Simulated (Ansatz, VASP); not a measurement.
# Two plane-wave programs on C

Contents of POSCAR:

```
C
1.0
    2.5031953718      0.0000000000      0.0000000000
   -1.2515976859      2.1678307826      0.0000000000
    0.0000000000      0.0000000000      4.1688692921
C
4
Direct
    0.3333333333      0.6666666667      0.0002313166
    0.6666666667      0.3333333333      0.5002313166
    0.3333333333      0.6666666667      0.3747686834
    0.6666666667      0.3333333333      0.8747686834
```

The input INCAR.step1:

```
SYSTEM = C
ALGO = Normal
EDIFF = 1E-5
ENCUT = 520
GGA = PE
ISIF = 2
ISMEAR = 0
LASPH = .TRUE.
LCHARG = .FALSE.
LREAL = .FALSE.
LWAVE = .TRUE.
NBANDS = 16
NELM = 80
PREC = Accurate
SIGMA = 0.01
```

The input INCAR.step2:

```
SYSTEM = C
ALGO = Normal
EDIFF = 1E-6
ENCUT = 520
GGA = PE
HFSCREEN = 0.2079
ISIF = 2
ISMEAR = 0
ISTART = 1
LASPH = .TRUE.
LCHARG = .FALSE.
LHFCALC = .TRUE.
LREAL = .FALSE.
LWAVE = .FALSE.
NBANDS = 16
NELM = 80
PREC = Accurate
PRECFOCK = Normal
SIGMA = 0.01
```

The input KPOINTS:

```
k-points
0
G
  9 9 4
  0 0 0
```

Input for Ansatz:

```yaml
crystal:
  lattice:
    - [2.5031953718, 0.0, 0.0]
    - [-1.2515976859, 2.1678307826, 0.0]
    - [0.0, 0.0, 4.1688692921]
  atoms:
    - { symbol: C, position: [0.3333333333, 0.6666666667, 0.0002313166] }
    - { symbol: C, position: [0.6666666667, 0.3333333333, 0.5002313166] }
    - { symbol: C, position: [0.3333333333, 0.6666666667, 0.3747686834] }
    - { symbol: C, position: [0.6666666667, 0.3333333333, 0.8747686834] }
kpoints:
  mp_grid: { grid: [9, 9, 4] }
  band_path:
    path:
      - [0.0, 0.0, 0.0]
      - [0.5, 0.0, 0.0]
      - [0.3333333333, 0.3333333333, 0.0]
      - [0.0, 0.0, 0.5]
      - [0.5, 0.0, 0.5]
      - [0.3333333333, 0.3333333333, 0.5]
    npoints: 1
hamiltonian:
  xc: hse06
scf:
  occupations: { method: fixed }
  n_extra_bands: 5
output:
  forces: true
  stress: true
  eigenvalues: true
```

Alike in both runs: task single point; functional HSE06; k mesh 9 × 9 × 4; no spin polarisation.

|  | VASP | Ansatz |
| --- | --- | --- |
| version | VASP 6.6.1 | Ansatz 0.2.0 |
| potentials or method | VASP PAW PBE potentials, release 64 (C) | plane waves, PAW |
| plane-wave cutoff (eV) | 520 | 420 |
| occupations | gaussian, width 0.01 eV | fixed |
| valence electrons in the cell | 16 | 16 |

VASP gave:

- gap on the k mesh at the Fermi level (eV): 4.37
- pressure (GPa): -4.9
- traceless stress, the component that is largest in VASP (GPa): -0.84
- rms of the force components (eV/Å): 0.001

Task: Which values does Ansatz return?

Result: gap on the k mesh at the Fermi level (eV): 4.38; pressure (GPa): -5.7; traceless stress, the component that is largest in VASP (GPa): -0.74; rms of the force components (eV/Å): 0.004.

Atom by atom the forces differ by 0.004 eV/Å (rms over components). Ansatz's warnings: stress exchange threshold loose, stress scf threshold loose.
